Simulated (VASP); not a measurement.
Wanted: the native input for a VASP 6.6.1 run.

| Quantity | Value |
| --- | --- |
| Task | single point |
| Functional | PBE |
| Dispersion | D3(BJ) |
| Potentials or basis | VASP PAW PBE potentials, release 64 (Rh_pv, H) |
| Cutoff | 520 eV |
| k mesh | 5 × 7 × 1 |
| Occupations | gaussian, width 0.1 eV |
| Spin | no spin polarisation |
| Dipole correction | yes |
| Further INCAR settings | ALGO = Normal; EDIFF = 1e-06; NBANDS = 70 |

The structure of HRh8 lies in POSCAR:

```
HRh8
1.0
    5.3650160441      0.0000000000      0.0000000000
    0.0000000000      3.7936392259      0.0000000000
    0.0000000000      0.0000000000     21.2400770646
Rh H
8 1
Direct
    0.2500000000      0.5000000000      0.1883232338
    0.7500000000      0.5000000000      0.1883232338
    0.0000000000      0.0000000000      0.2514705570
    0.5000000000      0.0000000000      0.2514705570
    0.2500000000      0.5000000000      0.3153506346
    0.7500000000      0.5000000000      0.3153506346
    0.0000000000      0.0000000000      0.3738252475
    0.5000000000      0.0000000000      0.3738252475
    0.2500000000      0.3750000000      0.5291919154
```

The input as run:

INCAR

```
  PREC = Accurate
  ENCUT = 520
  EDIFF = 1E-6
  ISMEAR = 0
  SIGMA = 0.1
  LREAL = F
  LASPH = T
  NELM = 100
  ALGO = Normal
  ISIF = 2
  LWAVE = F
  LCHARG = F
  LDIPOL = T
  IDIPOL = 3
  DIPOL = 0.5 0.5 0.310
  GGA = PE
  IVDW = 12
  NBANDS = 70
```

KPOINTS

```
regular mesh
0
Gamma
  5 7 1
```

Potentials or basis: VASP PAW PBE potentials, release 64 (Rh_pv, H).

Run with:

```sh
$ cat potpaw_PBE.64/Rh_pv/POTCAR potpaw_PBE.64/H/POTCAR > POTCAR
$ mpirun -np 1 vasp_std > vasp.out
```

Results of the run:

- Largest force: 0.627 eV/Å
- Dispersion energy per atom: -0.344 eV

Run time: 6.5 min on 1 thread of Intel(R) Xeon(R) 6975P-C (Granite Rapids), on a shared host, peak memory 0.55 GiB.
